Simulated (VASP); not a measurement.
Wanted: the native input for a VASP 6.6.1 run.

* Task: single point
* Functional: PBEsol
* Potentials or basis: VASP PAW PBE potentials, release 64 (Yb, Ge_d)
* Cutoff: 520 eV
* k mesh: 10 × 10 × 8
* Occupations: gaussian, width 0.05 eV
* Spin: no spin polarisation
* Dipole correction: no
* Further INCAR settings: ALGO = Normal; EDIFF = 1e-06; NBANDS = 33

The structure of YbGe2 lies in POSCAR:

```
YbGe2
1.0
    4.3425138344      0.0000000000      0.0000000000
   -2.1712569172      3.7607272969      0.0000000000
    0.0000000000      0.0000000000      3.9697343821
Yb Ge
1 2
Direct
    0.0000000000      0.0000000000      0.0000000000
    0.3333333333      0.6666666667      0.5000000000
    0.6666666667      0.3333333333      0.5000000000
```

The input as run:

INCAR

```
SYSTEM = YbGe2
PREC = Accurate ; ENCUT = 520
EDIFF = 1E-6 ; ISMEAR = 0
SIGMA = 0.05 ; LREAL = .FALSE.
LASPH = .TRUE. ; NELM = 80
ALGO = Normal ; ISIF = 2
LWAVE = .FALSE. ; LCHARG = .FALSE.
GGA = PS ; NBANDS = 33
```

KPOINTS

```
regular mesh
0
G
  10 10 8
  0 0 0
```

Potentials or basis: VASP PAW PBE potentials, release 64 (Yb, Ge_d).

Run with:

```bash
$ cat potpaw_PBE.64/Yb/POTCAR potpaw_PBE.64/Ge_d/POTCAR > POTCAR
$ mpirun -np 1 vasp_std > vasp.out
```

It gave:

- Pressure: -1.9 GPa
- Band gap on the k mesh: zero (bands 26 and 27 overlap by 0.72 eV)

Caveat: the PAW data sets were made with another functional, which shifts forces and pressure a little; spin-orbit coupling is left out, which moves the levels of the heavy elements.

Run time: 2.8 min on 1 thread of Intel(R) Xeon(R) 6975P-C (Granite Rapids), with other jobs on the host, peak memory 0.29 GiB.
